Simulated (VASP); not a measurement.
# Ag3Ru17 in VASP: further runs, part 2 of 2

VASP 6.6.1. Earlier steps stand in the parts before.

### Step 3. Single point, PBE

Contents of INCAR:

```
PREC     = Accurate       # precision mode
ENCUT    = 520            # plane-wave cutoff, eV
EDIFF    = 1E-6           # SCF threshold, eV
ISMEAR   = 0              # smearing method
SIGMA    = 0.1            # smearing width, eV
LREAL    = Auto         
LASPH    = T              # aspherical terms in the spheres
NELM     = 80             # most SCF steps
ALGO     = Fast           # electronic algorithm
ISIF     = 2              # what is computed and relaxed
LWAVE    = F              # write WAVECAR
LCHARG   = T              # write CHGCAR
GGA      = PE             # functional
LELF     = T              # ELF
LVHAR    = T            
NBANDS   = 152            # bands
ISYM     = 0
```

Contents of KPOINTS:

```
Automatic mesh
0
Gamma
  2 2 2
  0.5 0.5 0.5
```

Contents of POSCAR:

```
Ag3Ru17
1.0
    4.1007570024     -2.3750240442     -4.3831750860
    4.1006073886     -2.3751853937      4.3831221560
   -1.3808176534     -7.1494305192      0.0001543766
Ru Ag
17 3
Direct
    0.1399105069      0.3907398139      0.6032907368
    0.9380874546      0.1889487942      0.4119850817
    0.6396868927      0.8905381279      0.5961675157
    0.4429600050      0.6938041226      0.4061338865
    0.0402170745      0.2909684734     -0.0060292830
    0.8354697104      0.0863869192      0.8022681025
    0.7436015486      0.9944881519      0.1991354194
    0.5462152560      0.7970377781      0.9979914007
    0.3388225864      0.5896575075      0.7893757399
    0.0612435477      0.8083028794      0.5905700717
    0.8563509292      0.6170763901      0.3943881373
    0.5574939871      0.3120235057      0.5905891443
    0.3662534545      0.1071393873      0.3943618040
    0.1490562381      0.9218114453      0.2085615714
    0.9427973687      0.7107384611      0.0122617776
    0.6710114609      0.3998829537      0.2085760823
    0.4598227233      0.1937155596      1.0122675007
    0.2454512075      0.4963245647      0.1948721965
    0.7537360514      0.5069693057      0.8013485627
    0.2560842793      0.0045170720      0.8013483879
```

Potentials or basis: VASP PAW PBE potentials, release 64 (Ru_pv, Ag).

Started as:

```
$ cat potpaw_PBE.64/Ru_pv/POTCAR potpaw_PBE.64/Ag/POTCAR > POTCAR
$ mpirun -np 1 vasp_std > vasp.out
```

OUTCAR:

```text
PREC = Accurate
   ENCUT = 520
   EDIFF = 1E-6
   ISMEAR = 0
   LREAL = Auto
   LASPH = T
   NELM = 80
   ISIF = 2
   GGA = PE
   ISYM = 0

 ion  position               nearest neighbor table
   1  0.140  0.391  0.603-   9 2.66  10 2.69   5 2.69  12 2.69   2 2.71  20 2.71  19 2.71   4 2.76
                            11 2.77  13 2.77   6 2.77  18 2.81
   2  0.938  0.189  0.412-  16 2.63  14 2.63  12 2.65  10 2.65   6 2.68   3 2.70   1 2.71  11 2.75
                            13 2.75   7 2.77  18 2.82   5 2.88
   3  0.640  0.891  0.596-   4 2.66  13 2.67  11 2.67   2 2.70  19 2.71  20 2.71  12 2.72  10 2.72
                             7 2.73   9 2.73   6 2.74   8 2.77
   4  0.443  0.694  0.406-   9 2.64  10 2.65  12 2.65  13 2.66  11 2.66   3 2.66   7 2.75   1 2.76
                            14 2.77  16 2.77  18 2.79   8 2.81
   5  0.040  0.291  0.994-  14 2.66  16 2.66   1 2.69  20 2.69  19 2.69   7 2.72   9 2.73   6 2.74
                            17 2.76  15 2.76  18 2.79   2 2.88
   6  0.835  0.086  0.802-   8 2.64  15 2.68  17 2.68   2 2.68  19 2.72  20 2.72   7 2.73   5 2.74
                             3 2.74  12 2.75  10 2.75   1 2.77
   7  0.744  0.994  0.199-  15 2.62  17 2.62  16 2.64  14 2.64  13 2.65  11 2.65   5 2.72   8 2.73
[... 201 lines left out ...]
      4     -31.4935      2.00000
      5     -31.4603      2.00000
      6     -31.4580      2.00000
[... 589 lines left out ...]
    146      12.7837      0.00000
    147      12.8876      0.00000
 [bands above 147 left out]

------------------------ aborting loop because EDIFF is reached ----------------------------------------

  FORCE on cell =-STRESS in cart. coord.  units (eV):
  Direction    XX          YY          ZZ          XY          YZ          ZX
  --------------------------------------------------------------------------------------
  -------------------------------------------------------------------------------------
  Total       -0.3069794     -0.2992975     -0.3185744      0.0168817      0.0031606      0.0023283
  in kB       -1.7211720     -1.6781009     -1.7861826      0.0946523      0.0177211      0.0130543
  external PRESSURE =      -1.7284852 kB  Pullay stress =       0.0000000 kB

 VOLUME and BASIS-vectors are now :
 -----------------------------------------------------------------------------
  energy-cutoff  :      520.00
  volume of cell :      285.76
      direct lattice vectors                 reciprocal lattice vectors
     4.100757002 -2.375024044 -4.383175086     0.109661555 -0.021182138 -0.114071766
     4.100607389 -2.375185394  4.383122156     0.109665446 -0.021177963  0.114074730
    -1.380817653 -7.149430519  0.000154377    -0.072862390 -0.125798876 -0.000003559

 POSITION                                       TOTAL-FORCE (eV/Angst)
 -----------------------------------------------------------------------------------
      1.34298     -5.57356      1.09950        -0.001443      0.006975     -0.001778
      4.05280     -5.62223     -3.28355         0.007502     -0.001362     -0.003222
      5.45175     -7.89672      1.09957        -0.007562     -0.012264     -0.000360
      4.10069     -5.60358      1.09952        -0.001176      0.001007     -0.001801
     -0.01442     -7.89295      1.09923        -0.001235     -0.003755      0.004283
      2.67251     -7.92521     -3.28324         0.010643     -0.000544     -0.003140
[... 12 lines left out ...]
      4.06325     -8.72347     -1.08152        -0.002458      0.003221      0.004769
     -0.03785     -6.34812     -1.10254         0.001071      0.002435     -0.003842
 -----------------------------------------------------------------------------------
    total drift:                                0.001429      0.000507      0.004798

  FREE ENERGIE OF THE ION-ELECTRON SYSTEM (eV)
  ---------------------------------------------------
  free  energy   TOTEN  =      -159.3443388352 eV

  energy  without entropy=     -159.2404174432  energy(sigma->0) =     -159.29237814
```

OSZICAR:

```text
N       E                     dE             d eps       ncg     rms          rms(c)
DAV:   1     0.354009901320E+04    0.35401E+04   -0.16086E+05  1248   0.196E+03
DAV:   2     0.152818291001E+02   -0.35248E+04   -0.34548E+04  1248   0.610E+02
DAV:   3    -0.160844174199E+03   -0.17613E+03   -0.16687E+03  1720   0.123E+02
DAV:   4    -0.172330071009E+03   -0.11486E+02   -0.11031E+02  1544   0.221E+01
[... 15 lines left out ...]
RMM:  20    -0.159344333295E+03   -0.21409E-05   -0.73312E-05  1304   0.100E-02    0.920E-03
RMM:  21    -0.159344335703E+03   -0.24086E-05   -0.43817E-05  1162   0.601E-03    0.474E-03
RMM:  22    -0.159344337020E+03   -0.13167E-05   -0.16349E-05   906   0.377E-03    0.288E-03
RMM:  23    -0.159344338298E+03   -0.12776E-05   -0.10377E-05   882   0.243E-03    0.175E-03
RMM:  24    -0.159344338835E+03   -0.53737E-06   -0.41279E-06   860   0.165E-03
   1 F= -.15934434E+03 E0= -.15929238E+03  d E =-.103921E+00
```

stdout:

```text
POSCAR found type information on POSCAR RuAg
 POSCAR found :  2 types and      20 ions
 scaLAPACK will be used
 -----------------------------------------------------------------------------
|                                                                             |
|           W    W    AA    RRRRR   N    N  II  N    N   GGGG   !!!           |
[... 18 lines left out ...]
|                                                                             |
 -----------------------------------------------------------------------------

 LDA part: xc-table for (Slater+PW92), standard interpolation
 POSCAR, INCAR and KPOINTS ok, starting setup
 FFT: planning ... GRIDC
 FFT: planning ... GRID_SOFT
 FFT: planning ... GRID
 WAVECAR not read
 entering main loop
```

Run time: 11 min. Hardware: 1 thread of Intel Xeon 8259CL, shared host; peak memory 0.42 GiB.

Results:

```
Free energy            : -159.3443 eV
Pressure               : -0.2 GPa
Largest force          : 0.018 eV/Å
Band gap on the k mesh : zero (an odd number of electrons rules out a gap without spin polarisation)
```

Forces on the atoms (eV/Å):
```
Ru  -0.001  0.007 -0.002
Ru   0.008 -0.001 -0.003
Ru  -0.008 -0.012  0.000
Ru  -0.001  0.001 -0.002
Ru  -0.001 -0.004  0.004
Ru   0.011 -0.001 -0.003
Ru   0.010 -0.002 -0.003
Ru  -0.004  0.009  0.004
Ru   0.008 -0.004 -0.003
Ru  -0.011 -0.011 -0.001
Ru  -0.002 -0.003 -0.001
Ru  -0.009 -0.010  0.004
Ru  -0.002 -0.005  0.006
Ru   0.001 -0.001 -0.003
Ru  -0.005  0.007 -0.004
Ru   0.002  0.003  0.007
Ru  -0.005  0.009 -0.001
Ag   0.011  0.014  0.001
Ag  -0.002  0.003  0.005
Ag   0.001  0.002 -0.004
```

Levels at points of the mesh, in eV from the Fermi level:
```
           k point  band 133  band 134  band 135  band 136  band 137  band 138  band 139  band 140
(0.25, 0.25, 0.25)     -0.27     -0.11     -0.10     -0.01      0.07      0.20      0.34      0.45
```

Caveat: the k points lie up to 0.50 Å⁻¹ apart, too coarse for converged energies and pressures of a metal.

### Step 4. Single point, PBE

Contents of INCAR:

```
SYSTEM = Ag3Ru17
PREC = Accurate
ENCUT = 520
EDIFF = 1E-7
ISMEAR = 0
SIGMA = 0.1
LREAL = Auto
LASPH = .True.
NELM = 60
ALGO = Fast
ISIF = 2
LWAVE = .False.
LCHARG = .False.
GGA = PE
NBANDS = 152
ISYM = 0
```

KPOINTS is that of step 3.

Contents of POSCAR:

```
Ag3Ru17
1.0
    4.0851248534     -2.3497638631     -4.3889364506
    4.0850261402     -2.3497388983      4.3888303943
   -1.4171417323     -7.1452961868     -0.0000048449
Ru Ag
17 3
Direct
    0.6360830226      0.8883753612      0.6022472287
    0.4421082138      0.6944312486      0.4020838340
    0.0350635259      0.2873485940      0.9964153825
    0.8354200905      0.0876964144      0.8106554436
    0.7376534996      0.9898806035      0.1938562895
    0.5440916029      0.7963178025      0.9931898808
    0.3402809539      0.5924887700      0.8016362595
    0.0582116856      0.8104563065      0.6049391540
    0.8417878403      0.6295623406      0.3994706263
    0.5581828543      0.3104525245      0.6049420365
    0.3773217794      0.0941743823      0.3994068820
    0.1639106253      0.9100937583      0.1916892401
    0.9511358036      0.7158793782      0.9974776525
    0.7497831050      0.5163509098      0.8006728447
    0.6577972180      0.4161675477      0.1916947237
    0.4636138240      0.2033792883     -0.0024942815
    0.2640797276      0.0020012553      0.8007163157
    0.1376176679      0.3898177821      0.5999926126
    0.9381728197      0.1904927465      0.3981365702
    0.2372719295      0.4895696065      0.2012020838
```

Started as:

```
$ cat potpaw_PBE.64/Ru_pv/POTCAR potpaw_PBE.64/Ag/POTCAR > POTCAR
$ mpirun -np 1 vasp_std > vasp.out
```

Run time: 9.9 min. Hardware: 1 thread of Intel Xeon 8259CL, shared host; peak memory 0.42 GiB.

Results (log left out):

```yaml
Free_energy: -160.1727 eV
Pressure: -0.1 GPa
Largest_force: 0.021 eV/Å
Band_gap_on_the_k_mesh: zero (an odd number of electrons rules out a gap without spin polarisation)
```

Forces in eV/Å, atoms in the order of the input:
```
Ru   0.003 -0.005  0.001
Ru  -0.008  0.000 -0.001
Ru   0.017 -0.005 -0.001
Ru   0.014 -0.001 -0.001
Ru   0.007 -0.004  0.003
Ru   0.005  0.002 -0.001
Ru  -0.009 -0.001  0.003
Ru   0.003  0.002  0.003
Ru   0.002  0.007 -0.016
Ru   0.005  0.002 -0.005
Ru  -0.004  0.008  0.010
Ru  -0.009  0.002  0.011
Ru  -0.003 -0.001 -0.007
Ru  -0.002 -0.005 -0.005
Ru  -0.010  0.002 -0.007
Ru  -0.003 -0.002  0.006
Ru  -0.002 -0.005  0.005
Ag  -0.006  0.011  0.004
Ag   0.016 -0.013 -0.001
Ag  -0.015  0.006 -0.002
```

Levels at points of the mesh, in eV from the Fermi level:
```
           k point  band 132  band 133  band 134  band 135  band 136  band 137  band 138  band 139
(0.25, 0.25, 0.25)     -0.36     -0.31     -0.19     -0.03      0.06      0.14      0.29      0.29
```

Caveat: the k points lie up to 0.50 Å⁻¹ apart, too coarse for converged energies and pressures of a metal.

### Step 5. The runs side by side

| cell | gap on the mesh (eV) | pressure (GPa) | largest force (eV/Å) |
| --- | --- | --- | --- |
| a = 6.453, b = 6.453, c = 7.265 Å, angles 76.4, 76.4, 86.0°, 20 atoms, atomic positions A | none | -0.1 | 0.04 |
| a = 6.455, b = 6.455, c = 7.282 Å, angles 76.1, 76.1, 85.5°, 20 atoms, atomic positions B | none | -0.2 | 0.02 |
| a = 6.440, b = 6.440, c = 7.284 Å, angles 76.4, 76.4, 85.9°, 20 atoms, atomic positions C | none | -0.1 | 0.02 |

Alike in all rows: task single point; level PBE; potentials or basis VASP PAW PBE potentials, release 64 (Ru_pv, Ag); no spin polarisation; k mesh 2 × 2 × 2, shifted; cutoff (eV) 520; smearing gaussian 0.1 eV.

Caveats: all runs use coarse meshes.

Absolute energies hang on the potentials; compare differences alone.
